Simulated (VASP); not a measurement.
# Al2BAs3 in VASP: further runs

Runs on Al2BAs3. Level: PBE. Tasks: single point, relaxation of cell and atoms.

Program: VASP 6.6.1. These are calculated values, not measurements. Logs are shortened: lines on timing, memory, paths and dates and some standing lists are left out, and cuts for length are marked.

## 1. The cell of the first run

The structure is tetragonal, space group I-4m2 (No. 119). Conventional cell: a = 3.735 Å, b = 3.735 Å, c = 15.848 Å, α = 90.00°, β = 90.00°, γ = 90.00°. Within 3.0 Å of Al (site symmetry 2mm) lie 4 As at 2.29 Å. B (site symmetry -4m2) has 4 As at 2.29 Å within 3.0 Å. As (site symmetry 2mm) has 2 B at 2.29 Å and 2 Al at 2.29 Å within 3.0 Å. Within 3.0 Å of As (site symmetry -4m2) lie 4 Al at 2.29 Å.

## 2. Single point, PBE

File INCAR:

```
ALGO     = Normal         # electronic algorithm
EDIFF    = 1E-7           # SCF threshold, eV
ENCUT    = 520            # plane-wave cutoff, eV
GGA      = PE             # functional
ISIF     = 2              # what is computed and relaxed
ISMEAR   = 0              # smearing method
LASPH    = True           # aspherical terms in the spheres
LCHARG   = False          # write CHGCAR
LREAL    = False          # projectors in reciprocal space
LWAVE    = False          # write WAVECAR
NBANDS   = 21             # bands
NELM     = 80             # most SCF steps
PREC     = Accurate       # precision mode
SIGMA    = 0.1            # smearing width, eV
```

File KPOINTS:

```
k-points
0
Gamma
  6 6 6
```

File POSCAR:

```
Al2BAs3
1.0
   -1.8677161800      1.8677161800      7.9240486600
    1.8677161800     -1.8677161800      7.9240486600
    1.8677161800      1.8677161800     -7.9240486600
Al B As
2 1 3
Direct
    0.3333333300      0.3333333300      0.0000000000
    0.6666666700      0.6666666700      0.0000000000
    0.0000000000      0.0000000000      0.0000000000
    0.4166666700      0.9166666700      0.5000000000
    0.7500000000      0.2500000000      0.5000000000
    0.0833333300      0.5833333300      0.5000000000
```

Potentials or basis: VASP PAW PBE potentials, release 64 (Al, B, As).

Command:

```sh
$ cat potpaw_PBE.64/Al/POTCAR potpaw_PBE.64/B/POTCAR potpaw_PBE.64/As/POTCAR > POTCAR
$ mpirun -np 1 vasp_std > vasp.out
```

OUTCAR:

```text
EDIFF = 1E-7
   ENCUT = 520
   GGA = PE
   ISIF = 2
   ISMEAR = 0
   LASPH = True
   LREAL = False
   NELM = 80
   PREC = Accurate

 ion  position               nearest neighbor table
   1  0.333  0.333  0.000-   5 2.29   5 2.29   4 2.29   4 2.29
   2  0.667  0.667  0.000-   5 2.29   5 2.29   6 2.29   6 2.29
   3  0.000  0.000  0.000-   6 2.29   4 2.29   6 2.29   4 2.29
   4  0.417  0.917  0.500-   3 2.29   3 2.29   1 2.29   1 2.29
   5  0.750  0.250  0.500-   1 2.29   2 2.29   1 2.29   2 2.29
   6  0.083  0.583  0.500-   3 2.29   3 2.29   2 2.29   2 2.29

  LATTYP: Found a body centered tetragonal cell.
 ALAT       =     3.7354323600
 C/A-ratio  =     4.2426406886

  Lattice vectors:

 A1 = (  -1.8677161800,   1.8677161800,   7.9240486600)
 A2 = (   1.8677161800,  -1.8677161800,   7.9240486600)
 A3 = (   1.8677161800,   1.8677161800,  -7.9240486600)

Analysis of symmetry for initial positions (statically):
=====================================================================
 Subroutine PRICEL returns:
 Original cell was already a primitive cell.

 Routine SETGRP: Setting up the symmetry group for a
 body centered tetragonal supercell.

 Subroutine GETGRP returns: Found  8 space group operations
 (whereof  8 operations were pure point group operations)
 out of a pool of 16 trial point group operations.

The static configuration has the point symmetry D_2d.

Analysis of symmetry for dynamics (positions and initial velocities):
=====================================================================
 Subroutine PRICEL returns:
 Original cell was already a primitive cell.

 Routine SETGRP: Setting up the symmetry group for a
 body centered tetragonal supercell.

 Subroutine GETGRP returns: Found  8 space group operations
 (whereof  8 operations were pure point group operations)
 out of a pool of 16 trial point group operations.

The dynamic configuration has the point symmetry D_2d.

 Subroutine INISYM returns: Found  8 space group operations
 (whereof  8 operations are pure point group operations),
 and found     1 'primitive' translations

----------------------------------------------------------------------------------------

                                     Primitive cell

  volume of cell :     110.5679

  direct lattice vectors                    reciprocal lattice vectors
    -1.867716180  1.867716180  7.924048660     0.000000000  0.267706628  0.063099057
     1.867716180 -1.867716180  7.924048660     0.267706628  0.000000000  0.063099057
     1.867716180  1.867716180 -7.924048660     0.267706628  0.267706628  0.000000000

  length of vectors
     8.352680685  8.352680685  8.352680685     0.275042414  0.275042414  0.378594344

  position of ions in fractional coordinates (direct lattice)
     0.333333330  0.333333330  0.000000000
     0.666666670  0.666666670  0.000000000
     0.000000000  0.000000000  0.000000000
     0.416666670  0.916666670  0.500000000
     0.750000000  0.250000000  0.500000000
     0.083333330  0.583333330  0.500000000

  ion indices of the primitive-cell ions
   primitive index   ion index
                 1           1
                 2           2
                 3           3
                 4           4
                 5           5
                 6           6

----------------------------------------------------------------------------------------

 KPOINTS: k-points

Automatic generation of k-mesh.
 Grid dimensions read from file:
 generate k-points for:    6    6    6

 Generating k-lattice:

  Cartesian coordinates                     Fractional coordinates (reciprocal lattice)
     0.000000000  0.044617771  0.010516510     0.166666667  0.000000000  0.000000000
     0.044617771  0.000000000  0.010516510     0.000000000  0.166666667  0.000000000
     0.044617771  0.044617771  0.000000000     0.000000000  0.000000000  0.166666667

  Length of vectors
     0.045840402  0.045840402  0.063099057

  Shift w.r.t. Gamma in fractional coordinates (k-lattice)
     0.000000000  0.000000000  0.000000000

 Subroutine IBZKPT returns following result:
 ===========================================

 Found     30 irreducible k-points:

 Following reciprocal coordinates:
            Coordinates               Weight
  0.000000  0.000000  0.000000      1.000000
  0.166667  0.000000  0.000000      8.000000
  0.333333  0.000000 -0.000000      8.000000
  0.500000  0.000000  0.000000      4.000000
  0.166667  0.166667 -0.000000      8.000000
  0.333333  0.166667  0.000000     16.000000
[... 16 lines left out ...]
 -0.333333 -0.333333  0.166667      8.000000
 -0.166667 -0.333333  0.166667      8.000000
 [... further k-points ...]
   k-points           NKPTS =     30   k-points in BZ     NKDIM =     30   number of bands    NBANDS=     21
   number of dos      NEDOS =    301   number of ions     NIONS =      6
   total plane-waves  NPLWV = 262144
   dimension x,y,z NGX =    64 NGY =   64 NGZ =   64
   dimension x,y,z NGXF=   128 NGYF=  128 NGZF=  128
   ions per type =               2   1   3
   NGX,Y,Z   is equivalent  to a cutoff of  12.74, 12.74, 12.74 a.u.
   NGXF,Y,Z  is equivalent  to a cutoff of  25.48, 25.48, 25.48 a.u.
 SYSTEM =  unknown system
   PREC   = accura    normal or accurate (medium, high low for compatibility)
   ISTART =      0    job   : 0-new  1-cont  2-samecut
   ICHARG =      2    charge: 1-file 2-atom 10-const
   ISPIN  =      1    spin polarized calculation?
   LNONCOLLINEAR =      F non collinear calculations
   LSORBIT =      F    spin-orbit coupling
   LASPH  =      T    aspherical Exc in radial PAW
   ENCUT  =  520.0 eV  38.22 Ry    6.18 a.u.  15.53 15.53 15.53*2*pi/ulx,y,z
   NELM   =     80;   NELMIN=  2; NELMDL= -5     # of ELM steps
   EDIFF  = 0.1E-06   stopping-criterion for ELM
   LREAL  =      F    real-space projection
   EDIFFG = 0.1E-05   stopping-criterion for IOM
   NSW    =      0    number of steps for IOM
   IBRION =     -1    ionic relax: 0-MD 1-quasi-New 2-CG
   NFREE  =      0    steps in history (QN), initial steepest desc. (CG)
   ISIF   =      2    stress and relaxation
   ISYM   =      2    0-nonsym 1-usesym 2-fastsym
   POTIM  = 0.5000    time-step for ionic-motion
   TEBEG  =    0.0;   TEEND  =   0.0 temperature during run
   PSTRESS=    0.0 pullay stress
   NELECT =      24.0000    total number of electrons
   NUPDOWN=      -1.0000    fix difference up-down
   EMIN   =  10.00;   EMAX   =-10.00  energy-range for DOS
   EFERMI =   0.00;   METHOD = LEGACY
   ISMEAR =     0;   SIGMA  =   0.10  broadening in eV -4-tet -1-fermi 0-gaus
   EFERMI_NEDOS =   21; number of points for ismear=-14 and -15
   IALGO  =     38    algorithm
   IMIX   =      4    mixing-type and parameters
     AMIX     =   0.40;   BMIX     =  1.00
     AMIX_MAG =   1.60;   BMIX_MAG =  1.00
  volume/ion in A,a.u.               =      18.43       124.36
  Fermi-wavevector in a.u.,A,eV,Ry     =   0.983865  1.859236 13.170314  0.967991
  Thomas-Fermi vector in A             =   2.115055
   LORBIT       =      0    0 simple, 1 ext, 2 COOP (PROOUT), +10 PAW based schemes
   GGA     = PE    functional components
   LHFCALC =     F    Hartree Fock is set to
   AEXX    =    0.0000 exact exchange contribution
   IVDW    =     0    specifies the selected vdW correction
   LEPSILON=     F    determine dielectric tensor
   LRPA    =     F    only Hartree local field effects (RPA)
 non-spin polarized calculation
 Gauss-broadening in eV      SIGMA  =   0.10
  energy-cutoff  :      520.00
  volume of cell :      110.57
 maximum number of plane-waves:      3001
 NGX is ok and might be reduce to    64
   NGX = 31   NGY = 31   NGZ = 31

 number of electron      24.0000000 magnetization

 Free energy of the ion-electron system (eV)
  ---------------------------------------------------
  ext. energy  EPLUGINS =         0.00000000
  ---------------------------------------------------
  free energy    TOTEN  =       -27.84771782 eV

  energy without entropy =      -27.84771782  energy(sigma->0) =      -27.84771782

 E-fermi :   5.5355     XC(G=0):  -9.6948

 val. band max:        5.0715936014   @ k =   0.0000   0.0000   0.0000
 cond. band min:       6.1145736233   @ k =   0.5000   0.5000   0.0000
 fundamental gap:      1.0429800219
 Fermi energy:         5.5355225958

 k-point     1 :       0.0000    0.0000    0.0000
  band No.  band energies     occupation
      1      -8.1905      2.00000
      2      -6.5218      2.00000
      3      -6.3867      2.00000
      4      -0.2763      2.00000
      5       0.3089      2.00000
      6       2.6423      2.00000
[... 13 lines left out ...]
     20       8.7749      0.00000
     21      12.8590      0.00000

 k-point     2 :       0.1667    0.0000    0.0000
  band No.  band energies     occupation
      1      -7.9499      2.00000
      2      -6.5477      2.00000
      3      -6.0839      2.00000
      4      -0.7429      2.00000
      5       0.0362      2.00000
      6       1.8003      2.00000
[... 13 lines left out ...]
     20      10.5183      0.00000
     21      11.6154      0.00000

 k-point     3 :       0.3333    0.0000   -0.0000
  band No.  band energies     occupation
      1      -7.2793      2.00000
      2      -6.3652      2.00000
      3      -5.8190      2.00000
      4      -1.4940      2.00000
      5      -1.0276      2.00000
      6       0.8115      2.00000
[... 13 lines left out ...]
     20      11.2554      0.00000
     21      11.7520      0.00000

 k-point     4 :       0.5000    0.0000    0.0000
  band No.  band energies     occupation
      1      -6.5555      2.00000
      2      -6.2323      2.00000
      3      -6.1255      2.00000
      4      -1.8084      2.00000
      5      -0.9119      2.00000
      6      -0.7609      2.00000
[... 13 lines left out ...]
     20      10.7618      0.00000
     21      10.8173      0.00000

 k-point     5 :       0.1667    0.1667   -0.0000
  band No.  band energies     occupation
      1      -7.6909      2.00000
      2      -6.5837      2.00000
      3      -5.7794      2.00000
      4      -0.9690      2.00000
      5       0.1046      2.00000
      6       1.2943      2.00000
[... 13 lines left out ...]
     20      10.5236      0.00000
     21      10.8741      0.00000

 k-point     6 :       0.3333    0.1667    0.0000
  band No.  band energies     occupation
      1      -7.0228      2.00000
      2      -6.3206      2.00000
      3      -5.6082      2.00000
      4      -1.3266      2.00000
      5      -0.7499      2.00000
      6       0.5036      2.00000
[... 13 lines left out ...]
     20      10.9746      0.00000
     21      11.2271      0.00000

 k-point     7 :       0.5000    0.1667    0.0000
  band No.  band energies     occupation
      1      -6.3773      2.00000
      2      -6.0443      2.00000
      3      -5.9490      2.00000
      4      -1.6351      2.00000
      5      -0.9765      2.00000
      6      -0.5727      2.00000
[... 13 lines left out ...]
     20      10.9510      0.00000
     21      11.4041      0.00000
[... 291 lines left out ...]
      1      -6.3642      2.00000
      2      -6.0492      2.00000
      3      -5.3553      2.00000
      4      -1.4110      2.00000
      5      -0.4854      2.00000
      6      -0.2669      2.00000
[... 13 lines left out ...]
     20      10.8129      0.00000
     21      12.3050      0.00000

 k-point    21 :      -0.3333    0.5000    0.1667
  band No.  band energies     occupation
      1      -6.9128      2.00000
      2      -6.5313      2.00000
      3      -5.5147      2.00000
      4      -1.2033      2.00000
      5      -0.4382      2.00000
      6       0.0593      2.00000
[... 13 lines left out ...]
     20      10.8935      0.00000
     21      11.3656      0.00000

 k-point    22 :      -0.1667    0.5000    0.1667
  band No.  band energies     occupation
      1      -7.1759      2.00000
      2      -6.6250      2.00000
      3      -5.6695      2.00000
      4      -1.3041      2.00000
      5      -0.7393      2.00000
      6       0.2381      2.00000
[... 13 lines left out ...]
     20      11.9252      0.00000
     21      12.1033      0.00000

 k-point    23 :      -0.3333   -0.3333    0.1667
  band No.  band energies     occupation
      1      -7.5675      2.00000
      2      -6.9334      2.00000
      3      -5.4845      2.00000
      4      -1.2209      2.00000
      5       0.6034      2.00000
      6       1.2216      2.00000
[... 13 lines left out ...]
     20      10.8409      0.00000
     21      11.2119      0.00000

 k-point    24 :      -0.1667   -0.3333    0.1667
  band No.  band energies     occupation
      1      -7.8598      2.00000
      2      -6.9509      2.00000
      3      -5.6922      2.00000
      4      -1.1313      2.00000
      5       0.5530      2.00000
      6       1.4013      2.00000
[... 13 lines left out ...]
     20      10.7113      0.00000
     21      11.3877      0.00000

 [... further k-points ...]

------------------------ aborting loop because EDIFF is reached ----------------------------------------

  FORCE on cell =-STRESS in cart. coord.  units (eV):
  Direction    XX          YY          ZZ          XY          YZ          ZX
  --------------------------------------------------------------------------------------
  -------------------------------------------------------------------------------------
  Total        8.7336807      8.7336807      7.9315781      0.0000000      0.0000000      0.0000000
  in kB      126.5549114    126.5549114    114.9320888      0.0000000      0.0000000      0.0000000
  external PRESSURE =     122.6806372 kB  Pullay stress =       0.0000000 kB

 VOLUME and BASIS-vectors are now :
 -----------------------------------------------------------------------------
  energy-cutoff  :      520.00
  volume of cell :      110.57
      direct lattice vectors                 reciprocal lattice vectors
    -1.867716180  1.867716180  7.924048660     0.000000000  0.267706628  0.063099057
     1.867716180 -1.867716180  7.924048660     0.267706628  0.000000000  0.063099057
     1.867716180  1.867716180 -7.924048660     0.267706628  0.267706628  0.000000000

 POSITION                                       TOTAL-FORCE (eV/Angst)
 -----------------------------------------------------------------------------------
      0.00000      0.00000      5.28270        -0.000000      0.000000      0.242600
      0.00000      0.00000     10.56540        -0.000000      0.000000     -0.242600
      0.00000      0.00000      0.00000         0.000000     -0.000000     -0.000000
      1.86772      0.00000      6.60337         0.000000      0.000000      3.567848
      0.00000      1.86772      3.96202         0.000000     -0.000000     -0.000000
      1.86772      0.00000      1.32067         0.000000      0.000000     -3.567848
 -----------------------------------------------------------------------------------
    total drift:                                0.000000     -0.000000     -0.000000

  FREE ENERGIE OF THE ION-ELECTRON SYSTEM (eV)
  ---------------------------------------------------
  free  energy   TOTEN  =       -27.8477178198 eV

  energy  without entropy=      -27.8477178198  energy(sigma->0) =      -27.84771782
```

It took 3.2 min on 1 thread of Intel Xeon 6975P-C (Granite Rapids), shared host; peak memory 0.53 GiB.

What came out:

* Free energy: -27.8477 eV
* Pressure: 12.3 GPa
* Largest force: 3.568 eV/Å
* Band gap on the k mesh: 1.04 eV (least direct gap 1.07 eV)

Forces in eV/Å, atoms in the order of the input:
```
Al   0.000  0.000  0.243
Al   0.000  0.000 -0.243
B    0.000  0.000  0.000
As   0.000  0.000  3.568
As   0.000  0.000  0.000
As   0.000  0.000 -3.568
```

Stress tensor (GPa, compression positive):
```
12.66  0.00  0.00
 0.00 12.66  0.00
 0.00  0.00 11.49
```

Caveat: the cell stands under pressure; forces of over 1 eV/Å act on the atoms, so gaps and moduli don't describe the material at rest. A k mesh can miss the band edges.

## 3. Single point, PBE

This run uses another cell than the first one, of 20.07 Å³/atom.

File INCAR:

```
SYSTEM = Al2BAs3
PREC = Accurate
ENCUT = 520
EDIFF = 1E-7
ISMEAR = 0
SIGMA = 0.1
LREAL = .False.
LASPH = .True.
NELM = 60
ALGO = Normal
ISIF = 2
LWAVE = .False.
LCHARG = .False.
GGA = PE
NBANDS = 21
```

File KPOINTS:

```
Automatic mesh
0
Gamma
  6 6 6
  0 0 0
```

File POSCAR:

```
Al2BAs3
1.0
   -1.8974958650      1.8974958650      8.3613025280
    1.8974958650     -1.8974958650      8.3613025280
    1.8974958650      1.8974958650     -8.3613025280
Al B As
2 1 3
Direct
    0.3401362179      0.3401362179      0.0000000000
    0.6598637821      0.6598637821      0.0000000000
    0.0000000000      0.0000000000      0.0000000000
    0.4319104333      0.9319104333      0.5000000000
    0.7500000000      0.2500000000      0.5000000000
    0.0680895667      0.5680895667      0.5000000000
```

Potentials or basis: VASP PAW PBE potentials, release 64 (Al, B, As).

Command:

```sh
$ cat potpaw_PBE.64/Al/POTCAR potpaw_PBE.64/B/POTCAR potpaw_PBE.64/As/POTCAR > POTCAR
$ mpirun -np 1 vasp_std > vasp.out
```

Wall time 4 min (1 thread of Intel Xeon 6975P-C (Granite Rapids), shared host); peak memory 0.65 GiB.

Results (log left out):

- Free energy: -29.0888 eV
- Pressure: 0.5 GPa
- Largest force: 0.023 eV/Å
- Band gap on the k mesh: 0.83 eV (least direct gap 0.84 eV)

Forces on the atoms (eV/Å):
```
Al   0.000  0.000  0.016
Al   0.000  0.000 -0.016
B    0.000  0.000  0.000
As   0.000  0.000 -0.023
As   0.000  0.000  0.000
As   0.000  0.000  0.023
```

Stress tensor (GPa, compression positive):
```
0.51 0.00 0.00
0.00 0.51 0.00
0.00 0.00 0.38
```

Levels at points of the mesh, in eV from the valence-band top:
```csv
k point,band 10,band 11,band 12,band 13,band 14,band 15
"(0.00, 0.00, 0.00)",-0.35,0.00,0.00,0.84,0.98,2.14
"(0.50, 0.00, 0.00)",-1.44,-0.78,-0.73,1.07,2.64,3.46
"(0.50, 0.50, 0.00)",-3.55,-2.95,-2.81,0.99,1.64,2.59
"(0.50, 0.50, 0.50)",-1.29,-0.55,-0.55,0.83,1.24,2.29
```

A k mesh can miss the band edges.

(Part 1 of 2 ends here.)
